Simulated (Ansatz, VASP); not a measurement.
# NaC2 in VASP and in Ansatz

```
Na C
1.0
     4.49763    0.00000    0.00000
     0.00000    4.49763    0.00000
     0.00000    0.00000    5.24032
Na C
2 4
Cartesian
  0.0000 0.0000 0.0000
  2.2488 2.2488 2.6202
  1.8009 1.8009 0.0000
  0.4479 4.0497 2.6202
  2.6967 2.6967 0.0000
  4.0497 0.4479 2.6202
```

Alike in both runs: functional PBE; k mesh 8 × 8 × 8; occupations gaussian, width 0.1 eV; no spin polarisation.

Ansatz relaxed the structure, and its values are those at the end. VASP's run is a single point on that final structure, the one shown.

|  | VASP | Ansatz |
| --- | --- | --- |
| version | VASP 6.6.1 | Ansatz 0.2.0 |
| potentials or method | VASP PAW PBE potentials, release 64 (Na_pv, C), cutoff 520 eV | scalar-relativistic, plane waves, PAW |
| valence electrons in the cell | 30 | 34 |

```csv
,VASP,Ansatz,Ansatz less VASP
gap on the k mesh at the Fermi level (eV),none,none,-
pressure (GPa),0.1,0.0,-0.13
rms of the force components (eV/Å),0.047,0.001,-0.0461
```

A gap of «none» marks a metal or a gap that the smearing closes. The functional is the same, so the differences come from potentials, cutoffs and numerics. VASP's potentials hold 30 valence electrons a cell and Ansatz's 34, so a difference there can come from the potentials and not from the codes.
